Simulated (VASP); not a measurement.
A run of VASP 6.6.1 is set up as follows.

The input INCAR:

```
PREC = Accurate ; ENCUT = 520
EDIFF = 1E-7 ; ISMEAR = 0
SIGMA = 0.1 ; LREAL = False
LASPH = True ; NELM = 60
ALGO = Normal ; ISIF = 2
LWAVE = False ; LCHARG = False
GGA = PE ; NBANDS = 20
```

The input KPOINTS:

```
Automatic mesh
0
Gamma
  1 1 1
  0.25 0.25 0.25
```

POSCAR

```
CuI2
1.0
    5.2003840000      0.0000000000      0.0000000000
    0.0000000000      5.2003840000      0.0000000000
    0.0000000000      0.0000000000      4.5441700000
Cu I
1 2
Direct
    0.0000000000      0.0000000000      0.0000000000
    0.0000000000      0.5000000000      0.0000000000
    0.5000000000      0.0000000000      0.0000000000
```

Potentials or basis: VASP PAW PBE potentials, release 64 (Cu, I).

Command:

```console
$ cat potpaw_PBE.64/Cu/POTCAR potpaw_PBE.64/I/POTCAR > POTCAR
$ mpirun -np 1 vasp_std > vasp.out
```

Q: Estimate the pressure.

A: 1.1 GPa.

Stress tensor (GPa, compression positive):
```
 2.04  0.00  0.00
 0.00  2.04  0.00
 0.00  0.00 -0.70
```

Caveat: the k points lie up to 1.38 Å⁻¹ apart; this functional lacks dispersion, which binds the layers, so the pressure and a relaxed spacing across them are unreliable; an odd number of electrons without spin polarisation forces a metal; a magnetic or distorted state may lie lower.
